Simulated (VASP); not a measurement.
Input of a VASP 6.6.1 run:

File INCAR:

```
SYSTEM = SiSe
ALGO = Normal ; EDIFF = 1E-6
ENCUT = 520 ; GGA = PE
ISIF = 2 ; ISMEAR = 0
LASPH = .True. ; LCHARG = .False.
LREAL = .False. ; LWAVE = .False.
NBANDS = 12 ; NELM = 100
PREC = Accurate ; SIGMA = 0.1
```

The input KPOINTS:

```
k-points
0
Gamma
  16 16 16
  0 0 0
```

File POSCAR:

```
SiSe
1.0
    0.0000000000      3.0693768608      3.0693768608
    3.0693768608      0.0000000000      3.0693768608
    3.0693768608      3.0693768608      0.0000000000
Si Se
1 1
Direct
    0.0000000000      0.0000000000      0.0000000000
    0.2500000000      0.2500000000      0.2500000000
```

Potentials or basis: VASP PAW PBE potentials, release 64 (Si, Se).

Command:

```console
$ cat potpaw_PBE.64/Si/POTCAR potpaw_PBE.64/Se/POTCAR > POTCAR
$ mpirun -np 1 vasp_std > vasp.out
```

Question: Predict the pressure.

Answer: 0.0 GPa.

Question: Predict the band gap on the k mesh.

Answer: Zero (band 5 reaches 3.72 eV, above the bottom of band 6 at 2.85 eV).
